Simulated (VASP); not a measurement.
Set up this calculation in VASP 6.6.1, as the native input.

* Task: relaxation of cell and atoms
* Functional: LDA
* Potentials or basis: VASP PAW LDA potentials, release 64 (Al)
* Cutoff: 600 eV
* k mesh: 13 × 13 × 13
* Occupations: methfessel-paxton, width 0.15 eV
* Spin: no spin polarisation
* Dipole correction: no
* Further INCAR settings: ALGO = Normal; EDIFF = 1e-06; IBRION = 2; EDIFFG = -0.03; NSW = 80; ISIF = 3

The structure of Al lies in POSCAR:

```
Al
1.0
   -1.5912186900      1.5912186900      1.5912186900
    1.5912186900     -1.5912186900      1.5912186900
    1.5912186900      1.5912186900     -1.5912186900
Al
1
Direct
    0.0000000000      0.0000000000      0.0000000000
```

One way to write it, as run:

INCAR

```
PREC = Accurate
ENCUT = 600
EDIFF = 1E-6
ISMEAR = 1
SIGMA = 0.15
LREAL = False
LASPH = True
NELM = 100
ALGO = Normal
ISIF = 3
LWAVE = False
LCHARG = False
IBRION = 2
NSW = 80
EDIFFG = -0.03
```

KPOINTS

```
Automatic mesh
0
Gamma
  13 13 13
```

Potentials or basis: VASP PAW LDA potentials, release 64 (Al).

Command:

```bash
$ cat potpaw_LDA.64/Al/POTCAR > POTCAR
$ mpirun -np 1 vasp_std > vasp.out
```

Results of the run:

```
Pressure after relaxing : 0.1 GPa
```

Caveat: the relaxation stopped at its first step, so nothing moved.

Run time: 3 s on 1 thread of AMD EPYC 9R45 (Zen 5), with other jobs on the host, peak memory 0.09 GiB.
